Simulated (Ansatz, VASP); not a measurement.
## ZrO2: VASP beside Ansatz

The input POSCAR:

```
ZrO2
1.0
    0.0000000000      2.5447135860      2.5447135860
    2.5447135860      0.0000000000      2.5447135860
    2.5447135860      2.5447135860      0.0000000000
Zr O
1 2
Direct
    0.0000000000      0.0000000000      0.0000000000
    0.2500000000      0.2500000000      0.2500000000
    0.7500000000      0.7500000000      0.7500000000
```

The input INCAR.step1:

```
PREC = Accurate ; ENCUT = 520
EDIFF = 1E-5 ; ISMEAR = 0
SIGMA = 0.01 ; LREAL = False
LASPH = True ; NELM = 120
ALGO = Normal ; ISIF = 2
LWAVE = True ; LCHARG = False
GGA = PE ; NBANDS = 19
GGA_COMPAT = False
```

The input INCAR.step2:

```
PREC = Accurate ; ENCUT = 520
EDIFF = 1E-6 ; ISMEAR = 0
SIGMA = 0.01 ; LREAL = False
LASPH = True ; NELM = 120
ALGO = Normal ; ISIF = 2
LWAVE = False ; LCHARG = False
GGA = PE ; LHFCALC = True
HFSCREEN = 0.2079 ; PRECFOCK = Normal
ISTART = 1 ; NBANDS = 19
GGA_COMPAT = False
```

The input KPOINTS:

```
Automatic mesh
0
Gamma
  6 6 6
```

Input for Ansatz:

```yaml
crystal:
  lattice:
    - [0.0, 2.544713586, 2.544713586]
    - [2.544713586, 0.0, 2.544713586]
    - [2.544713586, 2.544713586, 0.0]
  atoms:
    - { symbol: Zr, position: [0.0, 0.0, 0.0] }
    - { symbol: O, position: [0.25, 0.25, 0.25] }
    - { symbol: O, position: [0.75, 0.75, 0.75] }
kpoints:
  mp_grid: { grid: [6, 6, 6] }
  band_path:
    path:
      - [0.0, 0.0, 0.0]
      - [0.5, 0.0, 0.5]
      - [0.625, 0.25, 0.625]
      - [0.375, 0.375, 0.75]
      - [0.5, 0.5, 0.5]
      - [0.5, 0.25, 0.75]
      - [0.0, 0.5, 0.5]
    npoints: 1
hamiltonian:
  xc: hse06
scf:
  occupations: { method: fixed }
  n_extra_bands: 4
output:
  forces: true
  stress: true
  eigenvalues: true
  write_density: true
  write_potential: true
  elf: true
  volumetric_format: npy
```

Alike in both runs: task single point; functional HSE06; k mesh 6 × 6 × 6; no spin polarisation.

|  | VASP | Ansatz |
| --- | --- | --- |
| version | VASP 6.6.1 | Ansatz 0.2.0 |
| potentials or method | VASP PAW PBE potentials, release 64 (Zr_sv, O) | plane waves, PAW |
| plane-wave cutoff (eV) | 520 | 420 |
| occupations | gaussian, width 0.01 eV | fixed |
| valence electrons in the cell | 24 | 24 |

```tsv
	VASP	Ansatz	Ansatz less VASP
gap on the k mesh at the Fermi level (eV)	4.97	4.98	+0.012
pressure (GPa)	-2.5	-3.0	-0.45
```

Ansatz's warnings: stress exchange threshold loose, stress scf threshold loose.
